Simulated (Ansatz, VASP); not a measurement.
## Si3AsF in VASP and in Ansatz

The input INCAR:

```
SYSTEM = Si3AsF
PREC = Accurate
ENCUT = 600
EDIFF = 1E-7
ISMEAR = 0
SIGMA = 0.1
LREAL = .False.
LASPH = .True.
NELM = 60
ALGO = Normal
ISIF = 3
LWAVE = .False.
LCHARG = .False.
GGA = PE
IBRION = 2
NSW = 100
EDIFFG = -0.01
```

Contents of KPOINTS:

```
Automatic mesh
0
Gamma
  12 12 8
  0 0 0
```

POSCAR

```
Si3AsF
1.0
    4.1360803079      0.0000000000      0.0000000000
   -2.0680401539      3.5819506187      0.0000000000
    0.0000000000      0.0000000000      5.5763480374
Si As F
3 1 1
Direct
    0.6666666667      0.3333333333      0.2231939689
    0.6666666667      0.3333333333      0.7768060311
    0.0000000000      0.0000000000      0.0000000000
    0.0000000000      0.0000000000      0.5000000000
    0.3333333333      0.6666666667      0.0000000000
```

Input for Ansatz:

```yaml
crystal:
  lattice:
    - [4.1360803079, 0.0, 0.0]
    - [-2.0680401539, 3.5819506187, 0.0]
    - [0.0, 0.0, 5.5763480374]
  atoms:
    - { symbol: Si, position: [0.6666666667, 0.3333333333, 0.2231939689] }
    - { symbol: Si, position: [0.6666666667, 0.3333333333, 0.7768060311] }
    - { symbol: Si, position: [0.0, 0.0, 0.0] }
    - { symbol: As, position: [0.0, 0.0, 0.5] }
    - { symbol: F, position: [0.3333333333, 0.6666666667, 0.0] }
basis:
  ecutwfc: 420
kpoints:
  mp_grid: { grid: [12, 12, 8] }
hamiltonian:
  xc: pbe
scf:
  occupations: { method: gaussian, width: 0.1 }
output:
  forces: true
  stress: true
  eigenvalues: true
  write_density: true
  write_potential: true
  elf: true
  volumetric_format: npy
relax:
  adjacent_minimum: "off"
  f_tol: 0.01
  max_steps: 80
  cell: { stress_tol: 0.05 }
```

Change from the starting cell: species swapped into the GaFe3As type (P-6m2, No. 187).

Alike in both runs: task relaxation of cell and atoms; functional PBE; k mesh 12 × 12 × 8; occupations gaussian, width 0.1 eV; no spin polarisation.

```csv
,VASP,Ansatz
version,VASP 6.6.1,Ansatz 0.2.0
potentials or method,"VASP PAW PBE potentials, release 64 (Si, As, F), cutoff 600 eV","scalar-relativistic, plane waves, PAW"
valence electrons in the cell,24,34
```

```csv
,VASP,Ansatz,Ansatz less VASP
"gap on the k mesh at the Fermi level, each at its own relaxed structure (eV)",none,none,-
relaxed volume (Å³/atom),16.57,16.57,+0.003
relaxed cell length with the largest relative difference (Å),5.671,5.667,-0.0035
```

A gap of «none» marks a metal or a gap that the smearing closes. VASP's potentials hold 24 valence electrons a cell and Ansatz's 34, so a difference there can come from the potentials and not from the codes.
